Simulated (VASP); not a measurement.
A run of VASP 6.6.1:

Contents of POSCAR:

```
TiPbS3
1.0
    4.5673180491      0.0000000000      0.0000000000
    0.0000000000      4.5673180491      0.0000000000
    0.0000000000      0.0000000000      4.5673180491
Pb Ti S
1 1 3
Direct
    0.0000000000      0.0000000000      0.0000000000
    0.5000000000      0.5000000000      0.5000000000
    0.5000000000      0.5000000000      0.0000000000
    0.5000000000      0.0000000000      0.5000000000
    0.0000000000      0.5000000000      0.5000000000
```

INCAR.step1

```
PREC = Accurate
ENCUT = 520
EDIFF = 1E-5
ISMEAR = -1
SIGMA = 0.02
LREAL = False
LASPH = True
NELM = 80
ALGO = Normal
ISIF = 2
LWAVE = True
GGA = PE
NBANDS = 30
KPAR = 4
```

Contents of INCAR.step2:

```
PREC = Accurate
ENCUT = 520
EDIFF = 1E-7
ISMEAR = -1
SIGMA = 0.02
LREAL = False
LASPH = True
NELM = 80
ALGO = Normal
ISIF = 2
LWAVE = False
LCHARG = True
GGA = PE
LHFCALC = True
HFSCREEN = 0.2079
PRECFOCK = Fast
LVHAR = True
ISTART = 1
NBANDS = 30
KPAR = 4
```

The input KPOINTS:

```
Automatic mesh
0
Gamma
  4 4 4
```

Potentials or basis: VASP PAW PBE potentials, release 64 (Pb_d, Ti_sv, S).

Command:

```bash
$ cat potpaw_PBE.64/Pb_d/POTCAR potpaw_PBE.64/Ti_sv/POTCAR potpaw_PBE.64/S/POTCAR > POTCAR
$ cp INCAR.step1 INCAR
$ mpirun -np 4 vasp_std > vasp.out
$ cp INCAR.step2 INCAR
$ mpirun -np 4 vasp_std > vasp.out
```

Hardware: 4 MPI ranks on Intel(R) Xeon(R) Platinum 8375C CPU @ 2.90GHz (Ice Lake), with other jobs on the host.

**Question.** Estimate the wall time of this run.

**Answer.** Run time: 22 min on 4 MPI ranks on Intel(R) Xeon(R) Platinum 8375C CPU @ 2.90GHz (Ice Lake), with other jobs on the host, peak memory 0.33 GiB a rank. Counts: k points 10.
